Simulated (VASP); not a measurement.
# VSi2 (I4/mmm) in VASP: a series of runs

The runs below take VSi2 through single point, relaxation of cell and atoms, with PBEsol.

Program: VASP 6.6.1. These are calculated values, not measurements. Logs are shortened: lines on timing, memory, paths and dates and some standing lists are left out, and cuts for length are marked.

## (1) The cell of the first run

The structure is tetragonal, space group I4/mmm (No. 139). The conventional cell has a = 3.111 Å, b = 3.111 Å, c = 7.752 Å, α = 90.00°, β = 90.00°, γ = 90.00°. Within 3.4 Å of Si (site symmetry 4mm) lie 5 V at 2.54 to 2.60 Å and 9 Si at 2.55 to 3.11 Å. V (site symmetry 4/mmm) has 10 Si at 2.54 to 2.60 Å and 4 V at 3.11 Å within 3.4 Å.

## (2) Single point, PBEsol

Contents of INCAR:

```
PREC     = Accurate       # precision mode
ENCUT    = 520            # plane-wave cutoff, eV
EDIFF    = 1E-7           # SCF threshold, eV
ISMEAR   = 0              # smearing method
SIGMA    = 0.1            # smearing width, eV
LREAL    = False          # projectors in reciprocal space
LASPH    = True           # aspherical terms in the spheres
NELM     = 80             # most SCF steps
ALGO     = Normal         # electronic algorithm
ISIF     = 2              # what is computed and relaxed
LWAVE    = False          # write WAVECAR
LCHARG   = True           # write CHGCAR
GGA      = PS             # functional
LELF     = True           # ELF
LVHAR    = True         
NBANDS   = 18             # bands
```

Contents of KPOINTS:

```
Automatic mesh
0
Gamma
  8 8 8
```

Contents of POSCAR:

```
VSi2
1.0
   -1.5553297125      1.5553297125      3.8760679305
    1.5553297125     -1.5553297125      3.8760679305
    1.5553297125      1.5553297125     -3.8760679305
Si V
2 1
Direct
    0.3354140154      0.3354140154      0.0000000000
    0.6645859846      0.6645859846      0.0000000000
    0.0000000000      0.0000000000      0.0000000000
```

Potentials or basis: VASP PAW PBE potentials, release 64 (Si, V_sv).

Launch:

```bash
> cat potpaw_PBE.64/Si/POTCAR potpaw_PBE.64/V_sv/POTCAR > POTCAR
> mpirun -np 1 vasp_std > vasp.out
```

OUTCAR:

```text
PREC = Accurate
   ENCUT = 520
   EDIFF = 1E-7
   ISMEAR = 0
   LREAL = False
   LASPH = True
   NELM = 80
   ISIF = 2
   GGA = PS

 ion  position               nearest neighbor table
   1  0.335  0.335  0.000-   3 2.54   3 2.54   3 2.54   3 2.54   2 2.55   2 2.57   2 2.57   2 2.57
                             2 2.57   3 2.60
   2  0.665  0.665  0.000-   3 2.54   3 2.54   3 2.54   3 2.54   1 2.55   1 2.57   1 2.57   1 2.57
                             1 2.57   3 2.60
   3  0.000  0.000  0.000-   2 2.54   2 2.54   2 2.54   1 2.54   2 2.54   1 2.54   1 2.54   1 2.54
                             1 2.60   2 2.60

  LATTYP: Found a body centered tetragonal cell.
 ALAT       =     3.1106594250
 C/A-ratio  =     2.4921197733

  Lattice vectors:

 A1 = (  -1.5553297125,   1.5553297125,   3.8760679305)
 A2 = (   1.5553297125,  -1.5553297125,   3.8760679305)
 A3 = (   1.5553297125,   1.5553297125,  -3.8760679305)

Analysis of symmetry for initial positions (statically):
=====================================================================
 Subroutine PRICEL returns:
 Original cell was already a primitive cell.

 Routine SETGRP: Setting up the symmetry group for a
 body centered tetragonal supercell.

 Subroutine GETGRP returns: Found 16 space group operations
 (whereof 16 operations were pure point group operations)
 out of a pool of 16 trial point group operations.

The static configuration has the point symmetry D_4h.

Analysis of symmetry for dynamics (positions and initial velocities):
=====================================================================
 Subroutine PRICEL returns:
 Original cell was already a primitive cell.

 Routine SETGRP: Setting up the symmetry group for a
 body centered tetragonal supercell.

 Subroutine GETGRP returns: Found 16 space group operations
 (whereof 16 operations were pure point group operations)
 out of a pool of 16 trial point group operations.

The dynamic configuration has the point symmetry D_4h.

 Subroutine INISYM returns: Found 16 space group operations
 (whereof 16 operations are pure point group operations),
 and found     1 'primitive' translations

----------------------------------------------------------------------------------------

                                     Primitive cell

  volume of cell :      37.5056

  direct lattice vectors                    reciprocal lattice vectors
    -1.555329713  1.555329713  3.876067931     0.000000000  0.321475245  0.128996707
     1.555329713 -1.555329713  3.876067931     0.321475245  0.000000000  0.128996707
[... 90 lines left out ...]
   NSW    =      0    number of steps for IOM
   IBRION =     -1    ionic relax: 0-MD 1-quasi-New 2-CG
   NFREE  =      0    steps in history (QN), initial steepest desc. (CG)
   ISIF   =      2    stress and relaxation
   ISYM   =      2    0-nonsym 1-usesym 2-fastsym
   POTIM  = 0.5000    time-step for ionic-motion
   TEBEG  =    0.0;   TEEND  =   0.0 temperature during run
   PSTRESS=    0.0 pullay stress
   NELECT =      21.0000    total number of electrons
   NUPDOWN=      -1.0000    fix difference up-down
   EMIN   =  10.00;   EMAX   =-10.00  energy-range for DOS
   EFERMI =   0.00;   METHOD = LEGACY
   ISMEAR =     0;   SIGMA  =   0.10  broadening in eV -4-tet -1-fermi 0-gaus
   EFERMI_NEDOS =   21; number of points for ismear=-14 and -15
   IALGO  =     38    algorithm
   IMIX   =      4    mixing-type and parameters
     AMIX     =   0.40;   BMIX     =  1.00
     AMIX_MAG =   1.60;   BMIX_MAG =  1.00
  volume/ion in A,a.u.               =      12.50        84.37
  Fermi-wavevector in a.u.,A,eV,Ry     =   1.349323  2.549850 24.771743  1.820672
  Thomas-Fermi vector in A             =   2.476919
   LORBIT       =      0    0 simple, 1 ext, 2 COOP (PROOUT), +10 PAW based schemes
   GGA     = PS    functional components
   LHFCALC =     F    Hartree Fock is set to
   AEXX    =    0.0000 exact exchange contribution
   IVDW    =     0    specifies the selected vdW correction
   LEPSILON=     F    determine dielectric tensor
   LRPA    =     F    only Hartree local field effects (RPA)
 non-spin polarized calculation
 Gauss-broadening in eV      SIGMA  =   0.10
  energy-cutoff  :      520.00
  volume of cell :       37.51
 maximum number of plane-waves:      1031
 NGX is ok and might be reduce to    36
   NGX = 17   NGY = 17   NGZ = 17

 number of electron      20.9999999 magnetization

 Free energy of the ion-electron system (eV)
  ---------------------------------------------------
  ext. energy  EPLUGINS =         0.00000000
  ---------------------------------------------------
  free energy    TOTEN  =       -22.70082575 eV

  energy without entropy =      -22.69353158  energy(sigma->0) =      -22.69717866

 E-fermi :  11.0102     XC(G=0): -12.3768

 val. band max:       11.0024322607   @ k =   0.3750   0.1250   0.0000
 cond. band min:      11.0352852262   @ k =  -0.1250   0.2500   0.1250
 fundamental gap:      0.0328529655
 Fermi energy:        11.0102098705

 k-point     1 :       0.0000    0.0000    0.0000
  band No.  band energies     occupation
      1     -52.3087      2.00000
      2     -26.3129      2.00000
      3     -26.2548      2.00000
      4     -26.2548      2.00000
      5      -2.1706      2.00000
      6       5.8249      2.00000
[... 481 lines left out ...]
      5       2.3278      2.00000
      6       3.0433      2.00000
[... 10 lines left out ...]
     17      17.7655      0.00000
     18      19.2344      0.00000

 [... further k-points ...]

------------------------ aborting loop because EDIFF is reached ----------------------------------------

  FORCE on cell =-STRESS in cart. coord.  units (eV):
  Direction    XX          YY          ZZ          XY          YZ          ZX
  --------------------------------------------------------------------------------------
  -------------------------------------------------------------------------------------
  Total        0.0622921      0.0622921      0.0928823      0.0000000      0.0000000      0.0000000
  in kB        2.6610132      2.6610132      3.9677750      0.0000000      0.0000000      0.0000000
  external PRESSURE =       3.0966005 kB  Pullay stress =       0.0000000 kB

 VOLUME and BASIS-vectors are now :
 -----------------------------------------------------------------------------
  energy-cutoff  :      520.00
  volume of cell :       37.51
      direct lattice vectors                 reciprocal lattice vectors
    -1.555329713  1.555329713  3.876067931     0.000000000  0.321475245  0.128996707
     1.555329713 -1.555329713  3.876067931     0.321475245  0.000000000  0.128996707
     1.555329713  1.555329713 -3.876067931     0.321475245  0.321475245  0.000000000

 POSITION                                       TOTAL-FORCE (eV/Angst)
 -----------------------------------------------------------------------------------
      0.00000      0.00000      2.60018         0.000000      0.000000      0.008850
      0.00000      0.00000      5.15196         0.000000      0.000000     -0.008850
      0.00000      0.00000      0.00000        -0.000000     -0.000000     -0.000000
 -----------------------------------------------------------------------------------
    total drift:                                0.000000      0.000000      0.000000

  FREE ENERGIE OF THE ION-ELECTRON SYSTEM (eV)
  ---------------------------------------------------
  free  energy   TOTEN  =       -22.7008257463 eV

  energy  without entropy=      -22.6935315767  energy(sigma->0) =      -22.69717866
```

OSZICAR:

```text
N       E                     dE             d eps       ncg     rms          rms(c)
DAV:   1     0.136499682728E+03    0.13650E+03   -0.10029E+04  2124   0.113E+03
DAV:   2    -0.207175849099E+02   -0.15722E+03   -0.15337E+03  2162   0.323E+02
DAV:   3    -0.252975183490E+02   -0.45799E+01   -0.45221E+01  2616   0.534E+01
DAV:   4    -0.253441682950E+02   -0.46650E-01   -0.46584E-01  2424   0.541E+00
DAV:   5    -0.253446941365E+02   -0.52584E-03   -0.52579E-03  2544   0.644E-01    0.252E+01
DAV:   6    -0.248462541124E+02    0.49844E+00   -0.38006E+01  2274   0.490E+01    0.126E+01
DAV:   7    -0.229257584993E+02    0.19205E+01   -0.20926E+01  2294   0.361E+01    0.838E+00
DAV:   8    -0.227091384435E+02    0.21662E+00   -0.15343E+00  2278   0.100E+01    0.856E-01
DAV:   9    -0.227011513309E+02    0.79871E-02   -0.52443E-02  2456   0.190E+00    0.337E-01
DAV:  10    -0.227008274278E+02    0.32390E-03   -0.18066E-03  2316   0.306E-01    0.161E-01
DAV:  11    -0.227008316709E+02   -0.42430E-05   -0.68239E-05  2482   0.650E-02    0.596E-02
DAV:  12    -0.227008272359E+02    0.44350E-05   -0.17501E-05  2336   0.236E-02    0.137E-02
DAV:  13    -0.227008258080E+02    0.14279E-05   -0.44819E-06  2578   0.139E-02    0.384E-03
DAV:  14    -0.227008257463E+02    0.61679E-07   -0.24892E-07  1684   0.451E-03
   1 F= -.22700826E+02 E0= -.22697179E+02  d E =-.729417E-02
```

stdout:

```text
POSCAR found type information on POSCAR SiV
 POSCAR found :  2 types and       3 ions
 scaLAPACK will be used
 -----------------------------------------------------------------------------
|                                                                             |
|                                                                             |
|     You enforced a specific xc type in the INCAR file but a different       |
|     I HOPE YOU KNOW WHAT YOU ARE DOING!                                     |
|                                                                             |
 -----------------------------------------------------------------------------

 LDA part: xc-table for (Slater+PW92), standard interpolation
 POSCAR, INCAR and KPOINTS ok, starting setup
 FFT: planning ... GRIDC
 FFT: planning ... GRID_SOFT
 FFT: planning ... GRID
 WAVECAR not read
 entering main loop
```

Wall time 27 s (1 thread of Intel Xeon 6975P-C (Granite Rapids), shared host); peak memory 0.21 GiB.

What came out:

* Free energy: -22.7008 eV
* Pressure: 0.3 GPa
* Largest force: 0.009 eV/Å

Forces in eV/Å, atoms in the order of the input:
```
Si   0.000  0.000  0.009
Si   0.000  0.000 -0.009
V    0.000  0.000  0.000
```

Caveat: the PAW data sets were made with another functional, which shifts forces and pressure a little.

## (3) Relaxation of cell and atoms, PBEsol

This run uses another cell than the first one, of 13.20 Å³/atom, 1.055 times its volume.

Contents of INCAR:

```
SYSTEM = VSi2
PREC     = Accurate       ! precision mode
ENCUT    = 600            ! plane-wave cutoff, eV
EDIFF    = 1E-6           ! SCF threshold, eV
ISMEAR   = 0              ! smearing method
SIGMA    = 0.1            ! smearing width, eV
LREAL    = .False.        ! projectors in reciprocal space
LASPH    = .True.         ! aspherical terms in the spheres
NELM     = 100            ! most SCF steps
ALGO     = Normal         ! electronic algorithm
ISIF     = 3              ! what is computed and relaxed
LWAVE    = .False.        ! write WAVECAR
LCHARG   = .False.        ! write CHGCAR
GGA      = PS             ! functional
IBRION   = 2              ! ionic algorithm
NSW      = 80             ! ionic steps
EDIFFG   = -0.05          ! ionic threshold
```

Contents of KPOINTS:

```
Automatic mesh
0
Gamma
  8 8 8
  0 0 0
```

Contents of POSCAR:

```
VSi2
1.0
   -1.5922051266      1.5922051266      3.9037535364
    1.5922051266     -1.5922051266      3.9037535364
    1.5922051266      1.5922051266     -3.9037535364
Si V
2 1
Direct
    0.3350596647      0.3350596647      0.0000000000
    0.6649403353      0.6649403353      0.0000000000
    0.0000000000      0.0000000000      0.0000000000
```

Potentials or basis: VASP PAW PBE potentials, release 64 (Si, V_sv).

Launch:

```bash
> cat potpaw_PBE.64/Si/POTCAR potpaw_PBE.64/V_sv/POTCAR > POTCAR
> mpirun -np 1 vasp_std > vasp.out
```

OUTCAR:

```text
SYSTEM = VSi2
   PREC = Accurate
   ENCUT = 600
   EDIFF = 1E-6
   ISMEAR = 0
   LREAL = .False.
   LASPH = .True.
   NELM = 100
   ISIF = 3
   GGA = PS
   IBRION = 2
   NSW = 80
   EDIFFG = -0.05

 ion  position               nearest neighbor table
   1  0.335  0.335  0.000-   2 2.58   3 2.59   3 2.59   3 2.59   3 2.59   2 2.61   2 2.61   2 2.61
                             2 2.61   3 2.62
   2  0.665  0.665  0.000-   1 2.58   3 2.59   3 2.59   3 2.59   3 2.59   1 2.61   1 2.61   1 2.61
                             1 2.61   3 2.62
   3  0.000  0.000  0.000-   2 2.59   2 2.59   2 2.59   1 2.59   2 2.59   1 2.59   1 2.59   1 2.59
                             1 2.62   2 2.62

  LATTYP: Found a body centered tetragonal cell.
 ALAT       =     3.1844102532
 C/A-ratio  =     2.4517905835

  Lattice vectors:

[... 351 lines left out ...]
      4     -26.2587      2.00000
      5      -2.1753      2.00000
      6       5.8225      2.00000
      7       7.9129      2.00000
      8       9.7605      2.00000
      9       9.8340      2.00000
     10       9.8340      2.00000
     11      12.2819      0.00000
     12      14.6079      0.00000
     13      15.7502      0.00000
     14      15.7502      0.00000
[... 377 lines left out ...]
      1     -52.2972      2.00000
      2     -26.3825      2.00000
      3     -26.3096      2.00000
      4     -26.3008      2.00000
      5       2.3297      2.00000
      6       3.0358      2.00000
      7       6.3603      2.00000
      8       8.1683      2.00000
      9       9.2295      2.00000
     10       9.5788      2.00000
     11      10.4394      2.00000
     12      12.4802      0.00000
     13      13.3936      0.00000
     14      14.4213      0.00000

 [... further k-points ...]

------------------------ aborting loop because EDIFF is reached ----------------------------------------

  FORCE on cell =-STRESS in cart. coord.  units (eV):
  Direction    XX          YY          ZZ          XY          YZ          ZX
  --------------------------------------------------------------------------------------
  -------------------------------------------------------------------------------------
  Total        0.0647547      0.0647547     -0.0158969      0.0000000      0.0000000      0.0000000
  in kB        2.7651497      2.7651497     -0.6788296      0.0000000      0.0000000      0.0000000
  external PRESSURE =       1.6171566 kB  Pullay stress =       0.0000000 kB
[... 18 lines left out ...]
  FREE ENERGIE OF THE ION-ELECTRON SYSTEM (eV)
  ---------------------------------------------------
  free  energy   TOTEN  =       -22.7014881113 eV

  energy  without entropy=      -22.6941767059  energy(sigma->0) =      -22.69783241

 reached required accuracy - stopping structural energy minimisation
```

OSZICAR:

```text
N       E                     dE             d eps       ncg     rms          rms(c)
DAV:   1     0.153759107077E+03    0.15376E+03   -0.11147E+04  1652   0.162E+03
DAV:   2    -0.170796256409E+02   -0.17084E+03   -0.16895E+03  1664   0.415E+02
DAV:   3    -0.253509500670E+02   -0.82713E+01   -0.78587E+01  2234   0.764E+01
[... 45 lines left out ...]
DAV:   3    -0.227027525187E+02    0.17342E-02   -0.18534E-02  2104   0.127E+00    0.339E-01
DAV:   4    -0.227015329517E+02    0.12196E-02   -0.66063E-03  2054   0.758E-01    0.399E-02
DAV:   5    -0.227014907173E+02    0.42234E-04   -0.18681E-04  1916   0.128E-01    0.135E-02
DAV:   6    -0.227014885136E+02    0.22037E-05   -0.75992E-06  2078   0.260E-02    0.606E-03
DAV:   7    -0.227014881113E+02    0.40238E-06   -0.47608E-07   976   0.942E-03
   5 F= -.22701488E+02 E0= -.22697832E+02  d E =-.229646E-02
```

Wall time 69 s (1 thread of Intel Xeon 6975P-C (Granite Rapids), shared host); peak memory 0.22 GiB.

Results:

```
Free energy                            : -22.7015 eV
Relaxed volume                         : 12.51 Å³/atom
Relaxed cell                           : a = 4.460 Å, b = 4.460 Å, c = 4.460 Å, α = 139.19°, β = 139.19°, γ = 59.08°
Space group after relaxing (to 0.05 Å) : I4/mmm (No. 139)
Energy gained by relaxing              : 20.1 meV/atom
Ionic steps                            : 5
Pressure after relaxing                : 0.2 GPa
Largest force after relaxing           : 0.030 eV/Å
```

Forces in eV/Å, atoms in the order of the input:
```
Si   0.000  0.000  0.030
Si   0.000  0.000 -0.030
V    0.000  0.000  0.000
```

The path:
| step | energy change (eV) | largest force (eV/Å) | pressure (GPa) | volume (Å³) |
| --- | --- | --- | --- | --- |
| 1 | 0.0000 | 0.0584 | -8.42 | 39.59 |
| 2 | -0.0038 | 0.0503 | 10.41 | 35.74 |
| 3 | -0.0582 | 0.0046 | 0.16 | 37.56 |
| 4 | -0.0581 | 0.0038 | 0.46 | 37.52 |
| 5 | -0.0604 | 0.0301 | 0.16 | 37.52 |

Final structure:
```xyz
3
Lattice="-1.5548 1.5548 3.8802 1.5548 -1.5548 3.8802 1.5548 1.5548 -3.8802" Properties=species:S:1:pos:R:3 pbc="T T T"
Si    0.0000    0.0000    2.6020
Si    0.0000    0.0000    5.1585
V     0.0000    0.0000    0.0000
```

Caveat: the PAW data sets were made with another functional, which shifts forces and pressure a little; the relaxation stopped at a loose force limit of 0.05 eV/Å, so its end isn't a converged minimum.
